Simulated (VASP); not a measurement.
Input of a VASP 6.6.1 run:

INCAR

```
SYSTEM = Ta
  PREC = Accurate
  ENCUT = 600
  EDIFF = 1E-6
  ISMEAR = -1
  SIGMA = 0.05
  LREAL = .FALSE.
  LASPH = .TRUE.
  NELM = 80
  ALGO = Normal
  ISIF = 3
  LWAVE = .FALSE.
  LCHARG = .FALSE.
  GGA = RE
  IBRION = 2
  NSW = 60
  EDIFFG = -0.01
```

KPOINTS

```
Automatic mesh
0
G
  11 11 11
  0 0 0
```

File POSCAR:

```
Ta
1.0
   -1.6512800000      1.6512800000      1.6512800000
    1.6512800000     -1.6512800000      1.6512800000
    1.6512800000      1.6512800000     -1.6512800000
Ta
1
Direct
    0.0000000000      0.0000000000      0.0000000000
```

Potentials or basis: VASP PAW PBE potentials, release 64 (Ta_pv).

Launch:

```console
$ cat potpaw_PBE.64/Ta_pv/POTCAR > POTCAR
$ mpirun -np 1 vasp_std > vasp.out
```

Problem. Predict the space group after relaxing (to 0.05 Å).

Solution. Im-3m (No. 229).

Problem. Estimate the relaxed volume.

Solution. 18.50 Å³/atom.

Problem. Predict the relaxed cell.

Solution. a = 2.886 Å, b = 2.886 Å, c = 2.886 Å, α = 109.47°, β = 109.47°, γ = 109.47°.

The path:
| step | energy change (eV) | largest force (eV/Å) | pressure (GPa) | volume (Å³) |
| --- | --- | --- | --- | --- |
| 1 | 0.0000 | 0.0000 | 5.23 | 18.01 |
| 2 | 0.0273 | 0.0000 | -9.74 | 19.59 |
| 3 | -0.0076 | 0.0000 | -0.08 | 18.50 |

Caveat: the PAW data sets were made with another functional, which shifts forces and pressure a little; spin-orbit coupling is left out, which moves the levels of the heavy elements. revPBE gives volumes clearly too large for solids.
